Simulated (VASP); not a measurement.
# TiO2 (I4_1/amd) in VASP: a series of runs, part 2 of 2

VASP 6.6.1. The steps go on from the part before.

## 3. Single point, PBE

This run uses another cell than the first one, of 11.58 Å³/atom.

File INCAR:

```
SYSTEM = TiO2
ALGO = Normal
EDIFF = 1E-6
ENCUT = 520
GGA = PE
ISIF = 2
ISMEAR = -1
LASPH = .True.
LCHARG = .True.
LELF = .True.
LREAL = .False.
LVHAR = .True.
LWAVE = .False.
NBANDS = 33
NELM = 60
PREC = Accurate
SIGMA = 0.05
```

File KPOINTS:

```
k-points
0
Gamma
  8 8 8
  0 0 0
```

File POSCAR:

```
TiO2
1.0
   -1.8921000000      1.8921000000      4.8524460000
    1.8921000000     -1.8921000000      4.8524460000
    1.8921000000      1.8921000000     -4.8524460000
Ti O
2 4
Direct
    0.7500000000      0.2500000000      0.5000000000
    0.0000000000      0.0000000000      0.0000000000
    0.7936557148      0.7936557148      0.0000000000
    0.5436557148      0.0436557148      0.5000000000
    0.9563442852      0.4563442852      0.5000000000
    0.2063442852      0.2063442852      0.0000000000
```

Potentials or basis: VASP PAW PBE potentials, release 64 (Ti_sv, O).

Run with:

```
> cat potpaw_PBE.64/Ti_sv/POTCAR potpaw_PBE.64/O/POTCAR > POTCAR
> mpirun -np 1 vasp_std > vasp.out
```

OUTCAR:

```text
SYSTEM = TiO2
   EDIFF = 1E-6
   ENCUT = 520
   GGA = PE
   ISIF = 2
   ISMEAR = -1
   LASPH = .True.
   LREAL = .False.
   NELM = 60
   PREC = Accurate

 ion  position               nearest neighbor table
   1  0.750  0.250  0.500-   3 1.94   6 1.94   3 1.94   6 1.94   5 2.00   4 2.00
   2  0.000  0.000  0.000-   4 1.94   5 1.94   4 1.94   5 1.94   3 2.00   6 2.00
   3  0.794  0.794  0.000-   1 1.94   1 1.94   2 2.00
   4  0.544  0.044  0.500-   2 1.94   2 1.94   1 2.00
   5  0.956  0.456  0.500-   2 1.94   2 1.94   1 2.00
   6  0.206  0.206  0.000-   1 1.94   1 1.94   2 2.00

  LATTYP: Found a body centered tetragonal cell.
 ALAT       =     3.7842000000
 C/A-ratio  =     2.5645822102

  Lattice vectors:

 A1 = (  -1.8921000000,   1.8921000000,   4.8524460000)
 A2 = (   1.8921000000,  -1.8921000000,   4.8524460000)
 A3 = (   1.8921000000,   1.8921000000,  -4.8524460000)

Analysis of symmetry for initial positions (statically):
=====================================================================
 Subroutine PRICEL returns:
 Original cell was already a primitive cell.

 Routine SETGRP: Setting up the symmetry group for a
 body centered tetragonal supercell.

 Subroutine GETGRP returns: Found 16 space group operations
 (whereof  8 operations were pure point group operations)
 out of a pool of 16 trial point group operations.

The static configuration has the point symmetry D_2d.
 The point group associated with its full space group is D_4h.

Analysis of symmetry for dynamics (positions and initial velocities):
=====================================================================
 Subroutine PRICEL returns:
 Original cell was already a primitive cell.

 Routine SETGRP: Setting up the symmetry group for a
 body centered tetragonal supercell.

 Subroutine GETGRP returns: Found 16 space group operations
 (whereof  8 operations were pure point group operations)
 out of a pool of 16 trial point group operations.

The dynamic configuration has the point symmetry D_2d.
 The point group associated with its full space group is D_4h.

 Subroutine INISYM returns: Found 16 space group operations
 (whereof  8 operations are pure point group operations),
 and found     1 'primitive' translations

----------------------------------------------------------------------------------------

                                     Primitive cell

  volume of cell :      69.4878

  direct lattice vectors                    reciprocal lattice vectors
    -1.892100000  1.892100000  4.852446000     0.000000000  0.264256646  0.103040817
     1.892100000 -1.892100000  4.852446000     0.264256646  0.000000000  0.103040817
     1.892100000  1.892100000 -4.852446000     0.264256646  0.264256646  0.000000000

  length of vectors
     5.541328090  5.541328090  5.541328090     0.283635303  0.283635303  0.373715333

  position of ions in fractional coordinates (direct lattice)
     0.750000000  0.250000000  0.500000000
     0.000000000  0.000000000  0.000000000
     0.793655715  0.793655715  0.000000000
     0.543655715  0.043655715  0.500000000
     0.956344285  0.456344285  0.500000000
     0.206344285  0.206344285  0.000000000

  ion indices of the primitive-cell ions
   primitive index   ion index
[... 35 lines left out ...]
  0.000000  0.000000  0.000000      1.000000
  0.125000  0.000000 -0.000000      8.000000
  0.250000  0.000000 -0.000000      8.000000
  0.375000  0.000000  0.000000      8.000000
  0.500000  0.000000 -0.000000      4.000000
  0.125000  0.125000 -0.000000      8.000000
[... 16 lines left out ...]
  0.250000  0.125000  0.125000     16.000000
  0.375000  0.125000  0.125000      8.000000
 [... further k-points ...]
   k-points           NKPTS =     59   k-points in BZ     NKDIM =     59   number of bands    NBANDS=     33
   number of dos      NEDOS =    301   number of ions     NIONS =      6
   total plane-waves  NPLWV =  74088
   dimension x,y,z NGX =    42 NGY =   42 NGZ =   42
   dimension x,y,z NGXF=    84 NGYF=   84 NGZF=   84
   ions per type =               2   4
   NGX,Y,Z   is equivalent  to a cutoff of  12.60, 12.60, 12.60 a.u.
   NGXF,Y,Z  is equivalent  to a cutoff of  25.20, 25.20, 25.20 a.u.
 SYSTEM =  TiO2
   PREC   = accura    normal or accurate (medium, high low for compatibility)
   ISTART =      0    job   : 0-new  1-cont  2-samecut
   ICHARG =      2    charge: 1-file 2-atom 10-const
   ISPIN  =      1    spin polarized calculation?
   LNONCOLLINEAR =      F non collinear calculations
   LSORBIT =      F    spin-orbit coupling
   LASPH  =      T    aspherical Exc in radial PAW
   ENCUT  =  520.0 eV  38.22 Ry    6.18 a.u.  10.30 10.30 10.30*2*pi/ulx,y,z
   NELM   =     60;   NELMIN=  2; NELMDL= -5     # of ELM steps
   EDIFF  = 0.1E-05   stopping-criterion for ELM
   LREAL  =      F    real-space projection
   EDIFFG = 0.1E-04   stopping-criterion for IOM
   NSW    =      0    number of steps for IOM
   IBRION =     -1    ionic relax: 0-MD 1-quasi-New 2-CG
   NFREE  =      0    steps in history (QN), initial steepest desc. (CG)
   ISIF   =      2    stress and relaxation
   ISYM   =      2    0-nonsym 1-usesym 2-fastsym
   POTIM  = 0.5000    time-step for ionic-motion
   TEBEG  =    0.0;   TEEND  =   0.0 temperature during run
   PSTRESS=    0.0 pullay stress
   NELECT =      48.0000    total number of electrons
   NUPDOWN=      -1.0000    fix difference up-down
   EMIN   =  10.00;   EMAX   =-10.00  energy-range for DOS
   EFERMI =   0.00;   METHOD = LEGACY
   ISMEAR =    -1;   SIGMA  =   0.05  broadening in eV -4-tet -1-fermi 0-gaus
   EFERMI_NEDOS =   21; number of points for ismear=-14 and -15
   IALGO  =     38    algorithm
   IMIX   =      4    mixing-type and parameters
     AMIX     =   0.40;   BMIX     =  1.00
     AMIX_MAG =   1.60;   BMIX_MAG =  1.00
  volume/ion in A,a.u.               =      11.58        78.15
  Fermi-wavevector in a.u.,A,eV,Ry     =   1.447168  2.734751 28.494617  2.094295
  Thomas-Fermi vector in A             =   2.565154
   LORBIT       =      0    0 simple, 1 ext, 2 COOP (PROOUT), +10 PAW based schemes
   GGA     = PE    functional components
   LHFCALC =     F    Hartree Fock is set to
   AEXX    =    0.0000 exact exchange contribution
   IVDW    =     0    specifies the selected vdW correction
   LEPSILON=     F    determine dielectric tensor
   LRPA    =     F    only Hartree local field effects (RPA)
 non-spin polarized calculation
  energy-cutoff  :      520.00
  volume of cell :       69.49
 maximum number of plane-waves:      1888
 NGX is ok and might be reduce to    42
   NGX = 21   NGY = 21   NGZ = 21

 number of electron      47.9999994 magnetization

 Free energy of the ion-electron system (eV)
  ---------------------------------------------------
  ext. energy  EPLUGINS =         0.00000000
  ---------------------------------------------------
  free energy    TOTEN  =       -53.85903007 eV

  energy without entropy =      -53.85903007  energy(sigma->0) =      -53.85903007

 E-fermi :   4.3926     XC(G=0): -10.6288

 val. band max:        3.1868363979   @ k =  -0.3750   0.3750   0.0000
 cond. band min:       5.3466504272   @ k =   0.0000   0.0000   0.0000
 fundamental gap:      2.1598140293
 Fermi energy:         4.3926314210

 k-point     1 :       0.0000    0.0000    0.0000
  band No.  band energies     occupation
      1     -53.2165      2.00000
      2     -53.1644      2.00000
      3     -29.6536      2.00000
      4     -29.4308      2.00000
      5     -29.4308      2.00000
      6     -29.3688      2.00000
[... 853 lines left out ...]
     32       9.6720      0.00000
     33      10.2797      0.00000

 [... further k-points ...]

------------------------ aborting loop because EDIFF is reached ----------------------------------------

  FORCE on cell =-STRESS in cart. coord.  units (eV):
  Direction    XX          YY          ZZ          XY          YZ          ZX
  --------------------------------------------------------------------------------------
  -------------------------------------------------------------------------------------
  Total        1.0631291      1.0631291      0.7705993      0.0000000      0.0000000      0.0000000
  in kB       24.5125054     24.5125054     17.7676640      0.0000000      0.0000000      0.0000000
  external PRESSURE =      22.2642249 kB  Pullay stress =       0.0000000 kB

 VOLUME and BASIS-vectors are now :
 -----------------------------------------------------------------------------
  energy-cutoff  :      520.00
  volume of cell :       69.49
      direct lattice vectors                 reciprocal lattice vectors
    -1.892100000  1.892100000  4.852446000     0.000000000  0.264256646  0.103040817
     1.892100000 -1.892100000  4.852446000     0.264256646  0.000000000  0.103040817
     1.892100000  1.892100000 -4.852446000     0.264256646  0.264256646  0.000000000

 POSITION                                       TOTAL-FORCE (eV/Angst)
 -----------------------------------------------------------------------------------
      0.00000      1.89210      2.42622        -0.000000     -0.000000      0.000000
      0.00000      0.00000      0.00000        -0.000000     -0.000000      0.000000
      0.00000      0.00000      7.70234         0.000000      0.000000     -0.022194
      0.00000      1.89210      0.42367        -0.000000     -0.000000     -0.022194
      0.00000      1.89210      4.42877        -0.000000     -0.000000      0.022194
      0.00000      0.00000      2.00255         0.000000      0.000000      0.022194
 -----------------------------------------------------------------------------------
    total drift:                               -0.000000     -0.000000      0.000000

  FREE ENERGIE OF THE ION-ELECTRON SYSTEM (eV)
  ---------------------------------------------------
  free  energy   TOTEN  =       -53.8590300741 eV

  energy  without entropy=      -53.8590300741  energy(sigma->0) =      -53.85903007
```

Run time: 2.8 min. Hardware: 1 thread of AMD EPYC 9R45 (Zen 5), shared host; peak memory 0.28 GiB.

What came out:

```yaml
Free_energy: -53.8590 eV
Pressure: 2.2 GPa
Largest_force: 0.022 eV/Å
Band_gap_on_the_k_mesh: 2.16 eV (least direct gap 2.44 eV)
```

Forces in eV/Å, atoms in the order of the input:
```
Ti   0.000  0.000  0.000
Ti   0.000  0.000  0.000
O    0.000  0.000 -0.022
O    0.000  0.000 -0.022
O    0.000  0.000  0.022
O    0.000  0.000  0.022
```

Stress tensor (GPa, compression positive):
```
2.45 0.00 0.00
0.00 2.45 0.00
0.00 0.00 1.78
```

A k mesh can miss the band edges. As with any semilocal functional, this PBE gap is likely too small.
